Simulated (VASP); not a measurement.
## SrO: single point with PBE

The system is SrO.

```xyz
2
Lattice="0.0000 2.7923 2.8342 2.7923 0.0000 2.8342 2.7923 2.7923 0.0000" Properties=species:S:1:pos:R:3 pbc="T T T"
Sr    0.0000    0.0000    0.0000
O     1.3961    1.3961    1.4171
```

This cell differs from its parent crystal: uniaxial z strain +1.5%.

```yaml
Program: VASP 6.6.1
Task: single point
Functional: PBE
Potentials_or_basis: VASP PAW PBE potentials, release 64 (Sr_sv, O)
Cutoff: 520 eV
k_mesh: 8 × 8 × 8
Occupations: fermi-dirac, width 0.02 eV
Spin: no spin polarisation
```

```json
{
 "Pressure": "0.5 GPa",
 "Band gap on the k mesh": "2.48 eV, indirect (least direct gap 3.30 eV)"
}
```

Stress tensor (GPa, compression positive):
```
0.53 0.00 0.00
0.00 0.53 0.00
0.00 0.00 0.33
```

Levels at points of the mesh, in eV from the valence-band top:
| k point | band 4 | band 5 | band 6 | band 7 | band 8 | band 9 | band 10 | band 11 | band 12 | band 13 |
| --- | --- | --- | --- | --- | --- | --- | --- | --- | --- | --- |
| (0.00, 0.00, 0.00) | -14.17 | -14.16 | -0.83 | -0.82 | -0.82 | 2.48 | 7.90 | 8.06 | 9.17 | 9.34 |
| (0.50, 0.00, 0.00) | -14.25 | -13.12 | -0.72 | -0.53 | -0.51 | 5.23 | 7.07 | 7.52 | 7.57 | 9.77 |
| (0.50, 0.50, 0.00) | -14.37 | -12.79 | -1.40 | -0.01 | -0.01 | 4.50 | 5.68 | 9.54 | 9.85 | 9.85 |
| (0.50, 0.00, 0.50) | -14.37 | -12.83 | -1.39 | -0.03 | -0.01 | 4.55 | 5.71 | 9.53 | 9.81 | 9.87 |

It took 64 s on 1 thread of Intel(R) Xeon(R) Platinum 8259CL CPU @ 2.50GHz (Skylake/Cascade Lake), with other jobs on the host, peak memory 0.19 GiB.

Caveat: the cell differs from its parent crystal (uniaxial z strain +1.5%). A k mesh can miss the band edges.
